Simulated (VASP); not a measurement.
BiTe: single point with LDA

The system is BiTe.

```xyz
2
Lattice="0.0000 3.1764 3.1764 3.1764 0.0000 3.1764 3.1764 3.1764 0.0000" Properties=species:S:1:pos:R:3 pbc="T T T"
Bi    0.0000    0.0000    0.0000
Te    3.1764    3.1764    3.1764
```

| Quantity | Value |
| --- | --- |
| Program | VASP 6.6.1 |
| Task | single point |
| Functional | LDA |
| Potentials or basis | VASP PAW LDA potentials, release 64 (Bi_d, Te) |
| Cutoff | 520 eV |
| k mesh | 9 × 9 × 9 |
| Occupations | fermi-dirac, width 0.1 eV |
| Spin | no spin polarisation |

The pressure is 0.0 GPa.

Levels at points of the mesh, in eV from the Fermi level:
| k point | band 6 | band 7 | band 8 | band 9 | band 10 | band 11 | band 12 | band 13 | band 14 | band 15 |
| --- | --- | --- | --- | --- | --- | --- | --- | --- | --- | --- |
| (0.00, 0.00, 0.00) | -13.90 | -7.94 | -2.65 | -2.65 | -2.65 | 2.26 | 2.26 | 2.26 | 4.62 | 4.62 |

Run time: 70 s on 1 thread of AMD EPYC 7R13 (shared host), peak memory 0.16 GiB.

Caveat: spin-orbit coupling is left out, which moves the levels of the heavy elements.
